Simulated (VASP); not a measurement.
# Be (a cell with a defect) in VASP: single point with r2SCAN

Aim: the single point of Be (a cell with a defect) with r2SCAN.

All numbers are computed with VASP 6.6.1; they aren't measurements. Logs are shortened: lines on timing, memory, paths and dates and some standing lists are left out, and cuts for length are marked.

### 1 The cell of the first run

The cell holds a defect, 17 atoms: a = 4.580 Å, b = 3.966 Å, c = 7.177 Å, α = 90.00°, β = 90.00°, γ = 90.00°.

### 2 Single point, r2SCAN

Contents of POSCAR:

```
Be
1.0
   -2.2900000000     -3.9663960000      0.0000000000
    3.4350000000     -1.9831980000      0.0000000000
    0.0000000000      0.0000000000      7.1768600000
Be
17
Direct
    0.6821355399      0.5610152507      0.0114433053
    0.5050112763      0.3402354651      0.2511322500
    0.8177494663      0.5613220605      0.4889450261
    0.5798296149      0.3773522032      0.6874385177
    0.5277194065      0.0474641749     -0.0100144074
    0.2498362996      0.8271712157      0.2503080734
    0.4833648569     -0.0457989746      0.5089913974
    0.2501801168      0.6809323050      0.7504057485
    0.2289201632      0.4512393519      0.0100378160
   -0.0052301636      0.3402413174      0.2494806921
    0.2708182967      0.4512602328      0.4906655557
   -0.0797978939      0.3774741843      0.8127750855
    0.0163614768     -0.0456702236     -0.0084786383
    0.7499054307      0.8586304036      0.2502767227
   -0.0282054403      0.0478519772      0.5106379392
    0.7498750542      0.8576095703      0.7502733786
    0.2500747320      0.1542183803      0.7503199171
```

Contents of INCAR.step1:

```
  PREC = Accurate
  ENCUT = 520
  ISMEAR = 0
  SIGMA = 0.15
  LREAL = Auto
  LASPH = T
  NELM = 60
  NBANDS = 31
  GGA = PE
  ALGO = Normal
  EDIFF = 1E-4
  LWAVE = T
  LCHARG = F
```

Contents of INCAR.step2:

```
  PREC = Accurate
  ENCUT = 520
  EDIFF = 1E-7
  ISMEAR = 0
  SIGMA = 0.15
  LREAL = Auto
  LASPH = T
  NELM = 60
  ALGO = Normal
  ISIF = 2
  LWAVE = F
  LCHARG = F
  METAGGA = R2SCAN
  LMIXTAU = T
  NBANDS = 31
  ISTART = 1
```

Contents of KPOINTS:

```
Automatic mesh
0
Gamma
  5 5 3
```

Potentials or basis: VASP PAW PBE potentials, release 64 (Be).

The run is started by

```bash
> cat potpaw_PBE.64/Be/POTCAR > POTCAR
> cp INCAR.step1 INCAR
> mpirun -np 1 vasp_std > vasp.out
> cp INCAR.step2 INCAR
> mpirun -np 1 vasp_std > vasp.out
```

OUTCAR:

```text
PREC = Accurate
   ENCUT = 520
   EDIFF = 1E-7
   ISMEAR = 0
   LREAL = Auto
   LASPH = T
   NELM = 60
   ISIF = 2
   METAGGA = R2SCAN
   ISTART = 1

 ion  position               nearest neighbor table
   1  0.682  0.561  0.011-  12 1.94   5 2.06   2 2.09  14 2.10   9 2.12   5 2.16  13 2.19  16 2.23

   2  0.505  0.340  0.251-  11 2.07   1 2.09   9 2.19   5 2.21  14 2.22  10 2.24   6 2.26  10 2.34
                            14 2.34   6 2.35
   3  0.818  0.561  0.489-   4 1.94  15 2.06  10 2.09  14 2.10  11 2.12  15 2.16   7 2.19  16 2.24

   4  0.580  0.377  0.687-  12 1.80  17 1.81   3 1.94   8 1.98  11 2.02  16 2.11   7 2.16  16 2.25

   5  0.528  0.047  0.990-   1 2.06   9 2.11  16 2.14   1 2.16  17 2.18   2 2.21  14 2.26  13 2.27
                            13 2.37
   6  0.250  0.827  0.250-   7 2.20  13 2.20  10 2.26   2 2.26   9 2.28  11 2.28  14 2.29  14 2.29
                            10 2.35   2 2.35
   7  0.483  0.954  0.509-  16 2.15   4 2.16  17 2.18   3 2.19   6 2.20  11 2.20  11 2.22  14 2.25
                            15 2.27   8 2.31  15 2.37
   8  0.250  0.681  0.750-  17 1.88  12 1.98   4 1.98   9 2.08  11 2.08  17 2.09  13 2.31   7 2.31

   9  0.229  0.451  0.010-  12 2.02  10 2.07   8 2.08   5 2.11   1 2.12   2 2.19  13 2.20  17 2.21
                            13 2.22   6 2.28
  10  0.995  0.340  0.249-   9 2.07   3 2.09  11 2.19  15 2.21  14 2.22   2 2.24   6 2.26   2 2.34
                            14 2.34   6 2.35
  11  0.271  0.451  0.491-   4 2.02   2 2.07   8 2.08  15 2.11   3 2.12  10 2.19   7 2.20  17 2.21
                             7 2.22   6 2.28
  12  0.920  0.377  0.813-   4 1.80  17 1.81   1 1.94   8 1.98   9 2.02  16 2.11  13 2.16  16 2.25

  13  0.016  0.954  0.992-  16 2.15  12 2.16  17 2.18   1 2.19   6 2.20   9 2.20   9 2.22  14 2.25
                             5 2.27   8 2.31   5 2.37
  14  0.750  0.859  0.250-   3 2.10   1 2.10  10 2.22   2 2.22   7 2.25  13 2.25   5 2.26  15 2.26
                             6 2.29   6 2.29  10 2.34   2 2.34
  15  0.972  0.048  0.511-   3 2.06  11 2.11  16 2.14   3 2.16  17 2.18  10 2.21  14 2.26   7 2.27
                             7 2.37
  16  0.750  0.858  0.750-  12 2.11   4 2.11  15 2.14   5 2.14  13 2.15   7 2.15   1 2.23   3 2.24
                             4 2.25  12 2.25
  17  0.250  0.154  0.750-  12 1.81   4 1.81   8 1.88   8 2.09   5 2.18  15 2.18   7 2.18  13 2.18
                            11 2.21   9 2.21

  LATTYP: Found a simple orthorhombic cell.
 ALAT       =     3.9663962620
 B/A-ratio  =     1.1547004875
 C/A-ratio  =     1.8094157835

  Lattice vectors:

 A1 = (  -3.4350000000,   1.9831980000,   0.0000000000)
 A2 = (  -2.2900000000,  -3.9663960000,   0.0000000000)
 A3 = (   0.0000000000,   0.0000000000,   7.1768600000)

Analysis of symmetry for initial positions (statically):
=====================================================================
 Subroutine PRICEL returns:
 Original cell was already a primitive cell.

 Routine SETGRP: Setting up the symmetry group for a
 simple orthorhombic supercell.

 Subroutine GETGRP returns: Found  1 space group operations
 (whereof  1 operations were pure point group operations)
 out of a pool of  8 trial point group operations.

The static configuration has the point symmetry C_1 .

Analysis of symmetry for dynamics (positions and initial velocities):
=====================================================================
 Subroutine PRICEL returns:
 Original cell was already a primitive cell.

 Routine SETGRP: Setting up the symmetry group for a
 simple orthorhombic supercell.

 Subroutine GETGRP returns: Found  1 space group operations
 (whereof  1 operations were pure point group operations)
 out of a pool of  8 trial point group operations.

The dynamic configuration has the point symmetry C_1 .

 Subroutine INISYM returns: Found  1 space group operations
 (whereof  1 operations are pure point group operations),
 and found     1 'primitive' translations

----------------------------------------------------------------------------------------

                                     Primitive cell

  volume of cell :     130.3755

  direct lattice vectors                    reciprocal lattice vectors
    -2.290000000 -3.966396000  0.000000000    -0.109170306 -0.189088533  0.000000000
     3.435000000 -1.983198000  0.000000000     0.218340611 -0.126059022  0.000000000
     0.000000000  0.000000000  7.176860000     0.000000000  0.000000000  0.139336702

  length of vectors
     4.579999697  3.966396262  7.176860000     0.218340626  0.252118027  0.139336702

  position of ions in fractional coordinates (direct lattice)
     0.682135540  0.561015251  0.011443305
     0.505011276  0.340235465  0.251132250
     0.817749466  0.561322060  0.488945026
     0.579829615  0.377352203  0.687438518
     0.527719406  0.047464175  0.989985593
     0.249836300  0.827171216  0.250308073
[... 9 lines left out ...]
     0.749875054  0.857609570  0.750273379
     0.250074732  0.154218380  0.750319917

  ion indices of the primitive-cell ions
   primitive index   ion index
                 1           1
                 2           2
                 3           3
                 4           4
                 5           5
                 6           6
[... 9 lines left out ...]
                16          16
                17          17

----------------------------------------------------------------------------------------

 KPOINTS: Automatic mesh

Automatic generation of k-mesh.
 Grid dimensions read from file:
 generate k-points for:    5    5    3

 Generating k-lattice:

  Cartesian coordinates                     Fractional coordinates (reciprocal lattice)
    -0.021834061 -0.037817707  0.000000000     0.200000000  0.000000000  0.000000000
     0.043668122 -0.025211804  0.000000000     0.000000000  0.200000000  0.000000000
     0.000000000  0.000000000  0.046445567     0.000000000  0.000000000  0.333333333

  Length of vectors
     0.043668125  0.050423605  0.046445567

  Shift w.r.t. Gamma in fractional coordinates (k-lattice)
     0.000000000  0.000000000  0.000000000

 Subroutine IBZKPT returns following result:
 ===========================================

 Found     38 irreducible k-points:

 Following reciprocal coordinates:
            Coordinates               Weight
  0.000000  0.000000  0.000000      1.000000
  0.200000  0.000000  0.000000      2.000000
  0.400000  0.000000  0.000000      2.000000
  0.000000  0.200000  0.000000      2.000000
  0.200000  0.200000  0.000000      2.000000
 -0.200000  0.200000  0.000000      2.000000
[... 16 lines left out ...]
  0.200000 -0.200000 -0.333333      2.000000
 -0.200000 -0.200000  0.333333      2.000000
 [... further k-points ...]
   k-points           NKPTS =     38   k-points in BZ     NKDIM =     38   number of bands    NBANDS=     31
   number of dos      NEDOS =    301   number of ions     NIONS =     17
   total plane-waves  NPLWV =  58320
   dimension x,y,z NGX =    36 NGY =   30 NGZ =   54
   dimension x,y,z NGXF=    72 NGYF=   60 NGZF=  108
   ions per type =              17
   NGX,Y,Z   is equivalent  to a cutoff of  13.07, 12.57, 12.51 a.u.
   NGXF,Y,Z  is equivalent  to a cutoff of  26.13, 25.15, 25.02 a.u.
 SYSTEM =  unknown system
   PREC   = accura    normal or accurate (medium, high low for compatibility)
   ISTART =      1    job   : 0-new  1-cont  2-samecut
   ICHARG =      0    charge: 1-file 2-atom 10-const
   ISPIN  =      1    spin polarized calculation?
   LNONCOLLINEAR =      F non collinear calculations
   LSORBIT =      F    spin-orbit coupling
   LASPH  =      T    aspherical Exc in radial PAW
   ENCUT  =  520.0 eV  38.22 Ry    6.18 a.u.   8.52  7.37 13.34*2*pi/ulx,y,z
   NELM   =     60;   NELMIN=  2; NELMDL=  0     # of ELM steps
   EDIFF  = 0.1E-06   stopping-criterion for ELM
   LREAL  =      T    real-space projection
   EDIFFG = 0.1E-05   stopping-criterion for IOM
   NSW    =      0    number of steps for IOM
   IBRION =     -1    ionic relax: 0-MD 1-quasi-New 2-CG
   NFREE  =      0    steps in history (QN), initial steepest desc. (CG)
   ISIF   =      2    stress and relaxation
   ISYM   =      2    0-nonsym 1-usesym 2-fastsym
   POTIM  = 0.5000    time-step for ionic-motion
   TEBEG  =    0.0;   TEEND  =   0.0 temperature during run
   PSTRESS=    0.0 pullay stress
   NELECT =      34.0000    total number of electrons
   NUPDOWN=      -1.0000    fix difference up-down
   EMIN   =  10.00;   EMAX   =-10.00  energy-range for DOS
   EFERMI =   0.00;   METHOD = LEGACY
   ISMEAR =     0;   SIGMA  =   0.15  broadening in eV -4-tet -1-fermi 0-gaus
   EFERMI_NEDOS =   21; number of points for ismear=-14 and -15
   IALGO  =     38    algorithm
   IMIX   =      4    mixing-type and parameters
     AMIX     =   0.40;   BMIX     =  1.00
     AMIX_MAG =   1.60;   BMIX_MAG =  1.00
  volume/ion in A,a.u.               =       7.67        51.75
  Fermi-wavevector in a.u.,A,eV,Ry     =   1.045930  1.976520 14.884349  1.093969
  Thomas-Fermi vector in A             =   2.180746
   LORBIT       =      0    0 simple, 1 ext, 2 COOP (PROOUT), +10 PAW based schemes
   METAGGA = R2SCAN    functional components
   LHFCALC =     F    Hartree Fock is set to
   AEXX    =    0.0000 exact exchange contribution
   IVDW    =     0    specifies the selected vdW correction
   LEPSILON=     F    determine dielectric tensor
   LRPA    =     F    only Hartree local field effects (RPA)
 non-spin polarized calculation
 Gauss-broadening in eV      SIGMA  =   0.15
  energy-cutoff  :      520.00
  volume of cell :      130.38
 maximum number of plane-waves:      3529
 NGX is ok and might be reduce to    36
   NGX = 17   NGY = 15   NGZ = 27

 number of electron      34.0000000 magnetization

 Free energy of the ion-electron system (eV)
  ---------------------------------------------------
  ext. energy  EPLUGINS =         0.00000000
  ---------------------------------------------------
  free energy    TOTEN  =       -68.77417264 eV

  energy without entropy =      -68.75377271  energy(sigma->0) =      -68.76397268

 E-fermi :   7.3497     XC(G=0): -11.3586

 val. band max:        7.3391772827   @ k =   0.0000   0.4000   0.0000
 cond. band min:       7.4078880564   @ k =   0.0000   0.2000   0.0000
 fundamental gap:      0.0687107737
 Fermi energy:         7.3496774789

 k-point     1 :       0.0000    0.0000    0.0000
  band No.  band energies     occupation
      1      -5.0571      2.00000
      2      -2.7459      2.00000
      3      -2.7330      2.00000
      4       0.3713      2.00000
      5       0.6413      2.00000
      6       1.7905      2.00000
[... 21 lines left out ...]
     28      11.6895      0.00000
     29      12.2064      0.00000

 k-point     2 :       0.2000    0.0000    0.0000
  band No.  band energies     occupation
      1      -4.8332      2.00000
      2      -2.5204      2.00000
      3      -2.5046      2.00000
      4      -1.4717      2.00000
      5       0.7625      2.00000
      6       0.8359      2.00000
[... 21 lines left out ...]
     28      12.7024      0.00000
     29      13.3740      0.00000

 k-point     3 :       0.4000    0.0000    0.0000
  band No.  band energies     occupation
      1      -4.1607      2.00000
      2      -3.0387      2.00000
      3      -1.8474      2.00000
      4      -1.8203      2.00000
      5      -0.7376      2.00000
      6      -0.6925      2.00000
[... 638 lines left out ...]
      5      -0.1109      2.00000
      6       0.1135      2.00000
[... 21 lines left out ...]
     28      12.8013      0.00000
     29      13.1423      0.00000

 k-point    24 :      -0.2000   -0.2000    0.3333
  band No.  band energies     occupation
      1      -4.3034      2.00000
      2      -3.4494      2.00000
      3      -0.9789      2.00000
      4      -0.4695      2.00000
      5      -0.1111      2.00000
      6       0.1136      2.00000
[... 21 lines left out ...]
     28      12.8021      0.00000
     29      13.1426      0.00000

 [... further k-points ...]

 [bands above 29 left out]

------------------------ aborting loop because EDIFF is reached ----------------------------------------

  FORCE on cell =-STRESS in cart. coord.  units (eV):
  Direction    XX          YY          ZZ          XY          YZ          ZX
  --------------------------------------------------------------------------------------
  -------------------------------------------------------------------------------------
  Total       12.9151400     15.2552116      1.1655866      2.0158010      5.6905606      3.2570476
  in kB      158.7134296    187.4704380     14.3238285     24.7720653     69.9309791     40.0256753
  external PRESSURE =     120.1692320 kB  Pullay stress =       0.0000000 kB

 VOLUME and BASIS-vectors are now :
 -----------------------------------------------------------------------------
  energy-cutoff  :      520.00
  volume of cell :      130.38
      direct lattice vectors                 reciprocal lattice vectors
    -2.290000000 -3.966396000  0.000000000    -0.109170306 -0.189088533  0.000000000
     3.435000000 -1.983198000  0.000000000     0.218340611 -0.126059022  0.000000000
     0.000000000  0.000000000  7.176860000     0.000000000  0.000000000  0.139336702

 POSITION                                       TOTAL-FORCE (eV/Angst)
 -----------------------------------------------------------------------------------
      0.36500     -3.81822      0.08213        -0.056746     -0.064442      0.048651
      0.01223     -2.67783      1.80234        -0.096984      0.010518      0.056819
      0.05549     -4.35673      3.50909         0.027750      0.081520     -0.046915
     -0.03161     -3.04820      4.93365        -0.121153      0.058048     -0.048846
     -1.04544     -2.18727      7.10499         0.128316     -0.076346      0.029675
      2.26921     -2.63139      1.79643        -0.014767      0.010199      0.001133
[... 9 lines left out ...]
      1.22867     -4.67511      5.38461         0.090280     -0.050011     -0.001683
     -0.04293     -1.29774      5.38494         0.000280     -0.000475      0.001251
 -----------------------------------------------------------------------------------
    total drift:                               -0.000623      0.000405     -0.000434

  FREE ENERGIE OF THE ION-ELECTRON SYSTEM (eV)
  ---------------------------------------------------
  free  energy   TOTEN  =       -68.7741726375 eV

  energy  without entropy=      -68.7537727150  energy(sigma->0) =      -68.76397268
```

Run time: 17 min. Hardware: 1 thread of Oxide Virtual Turin-like, shared host; peak memory 0.26 GiB.

Results:

| Item | Value |
| --- | --- |
| Free energy | -68.7742 eV |
| Pressure | 12.0 GPa |
| Largest force | 0.154 eV/Å |
| Band gap on the k mesh | zero (bands 17 and 18 overlap by 0.83 eV) |

Forces in eV/Å, atoms in the order of the input:
```
Be  -0.057 -0.064  0.049
Be  -0.097  0.011  0.057
Be   0.028  0.082 -0.047
Be  -0.121  0.058 -0.049
Be   0.128 -0.076  0.030
Be  -0.015  0.010  0.001
Be  -0.001 -0.114  0.028
Be   0.027 -0.018  0.002
Be   0.059  0.091 -0.022
Be  -0.058  0.077 -0.057
Be  -0.048 -0.094  0.021
Be  -0.114  0.073  0.046
Be   0.098  0.057 -0.026
Be  -0.053  0.033 -0.005
Be   0.133 -0.074 -0.027
Be   0.090 -0.050 -0.002
Be   0.000  0.000  0.001
```

Caveat: the PAW data sets were made with another functional, which shifts forces and pressure a little.

The gap in the log of VASP goes by the Fermi energy; the results here count the filled bands.